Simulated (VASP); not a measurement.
Set up this calculation in VASP 6.6.1, as the native input.

- Task: single point
- Functional: PBE
- Potentials or basis: VASP PAW PBE potentials, release 64 (In_d, Ga_d)
- Cutoff: 520 eV
- k mesh: 4 × 4 × 4
- Occupations: gaussian, width 0.1 eV
- Spin: no spin polarisation
- Dipole correction: no
- Further INCAR settings: ALGO = Fast; EDIFF = 1e-06; NBANDS = 48

The structure of In2Ga lies in POSCAR:

```
In2Ga
1.0
    0.0000000000      4.3376984446      4.3376984446
    4.3376984446      0.0000000000      4.3376984446
    4.3376984446      4.3376984446      0.0000000000
In Ga
4 2
Direct
    0.6250000000      0.6250000000      0.6250000000
    0.1250000000      0.6250000000      0.6250000000
    0.6250000000      0.6250000000      0.1250000000
    0.6250000000      0.1250000000      0.6250000000
    0.0000000000      0.0000000000      0.0000000000
    0.2500000000      0.2500000000      0.2500000000
```

These files were run (other wordings do the same):

INCAR

```
SYSTEM = In2Ga
  PREC = Accurate
  ENCUT = 520
  EDIFF = 1E-6
  ISMEAR = 0
  SIGMA = 0.1
  LREAL = .FALSE.
  LASPH = .TRUE.
  NELM = 80
  ALGO = Fast
  ISIF = 2
  LWAVE = .FALSE.
  LCHARG = .FALSE.
  GGA = PE
  NBANDS = 48
```

KPOINTS

```
regular mesh
0
G
  4 4 4
  0 0 0
```

Potentials or basis: VASP PAW PBE potentials, release 64 (In_d, Ga_d).

Run with:

```console
$ cat potpaw_PBE.64/In_d/POTCAR potpaw_PBE.64/Ga_d/POTCAR > POTCAR
$ mpirun -np 1 vasp_std > vasp.out
```

It gave:

The pressure is 0.0 GPa and the band gap on the k mesh is zero (band 39 reaches 7.26 eV, above the bottom of band 40 at 3.60 eV).

Caveat: spin-orbit coupling is left out, which moves the levels of the heavy elements.

Run time: 63 s on 1 thread of Intel(R) Xeon(R) 6975P-C (Granite Rapids) (shared host), peak memory 0.33 GiB.
